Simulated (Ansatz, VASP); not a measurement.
# Two plane-wave programs on Na

INCAR

```
SYSTEM = Na
  PREC = Accurate
  ENCUT = 520
  EDIFF = 1E-7
  ISMEAR = -1
  SIGMA = 0.1
  LREAL = .False.
  LASPH = .True.
  NELM = 60
  ALGO = Normal
  ISIF = 2
  LWAVE = .False.
  LCHARG = .False.
  GGA = RE
  NBANDS = 18
```

The input KPOINTS:

```
regular mesh
0
Gamma
  7 7 10
  0 0 0
```

Contents of POSCAR:

```
Na
1.0
    6.3765134353      0.0000000000      0.0000000000
   -3.1882567177      5.5222226226      0.0000000000
    0.0000000000      0.0000000000      3.7816202360
Na
3
Direct
    1.0000000000      1.0000000000      0.0000000000
    0.3333333333      0.6666666667      0.5000000000
    0.6666666667      0.3333333333      0.5000000000
```

Input for Ansatz:

```yaml
crystal:
  lattice:
    - [6.3765134353, 0.0, 0.0]
    - [-3.1882567177, 5.5222226226, 0.0]
    - [0.0, 0.0, 3.781620236]
  atoms:
    - { symbol: Na, position: [1.0, 1.0, 0.0] }
    - { symbol: Na, position: [0.3333333333, 0.6666666667, 0.5] }
    - { symbol: Na, position: [0.6666666667, 0.3333333333, 0.5] }
hamiltonian:
  xc: revpbe
  pseudopotentials:
    kind: paw
    azcp:
      Na: "pseudopotentials/Na.paw.azcp"
basis:
  ecutwfc: 420
  fft_grid_basis: typed
kpoints:
  mp_grid: { grid: [7, 7, 10], shift: [0, 0, 0] }
magnetization:
  spin_polarized: false
scf:
  occupations: { method: fermi_dirac, width: 0.1 }
  lower_state_search: "off"
output:
  stress: true
```

Alike in both runs: task single point; functional revPBE; k mesh 7 × 7 × 10; occupations fermi-dirac, width 0.1 eV; no spin polarisation.

|  | VASP | Ansatz |
| --- | --- | --- |
| version | VASP 6.6.1 | Ansatz 0.2.0 |
| potentials or method | VASP PAW PBE potentials, release 64 (Na_pv), cutoff 520 eV | plane waves (420 eV) with PAW, scalar-relativistic |
| valence electrons in the cell | 21 | 27 |

|  | VASP | Ansatz | Ansatz less VASP |
| --- | --- | --- | --- |
| pressure (GPa) | -0.6 | -0.6 | +0.01 |
| traceless stress, the component that is largest in VASP (GPa) | 0.09 | 0.09 | -0.003 |

VASP's potentials were made for PBE, not for revPBE. The functional is the same, so the differences come from potentials, cutoffs and numerics. VASP's potentials hold 21 valence electrons a cell and Ansatz's 27, so a difference there can come from the potentials and not from the codes.
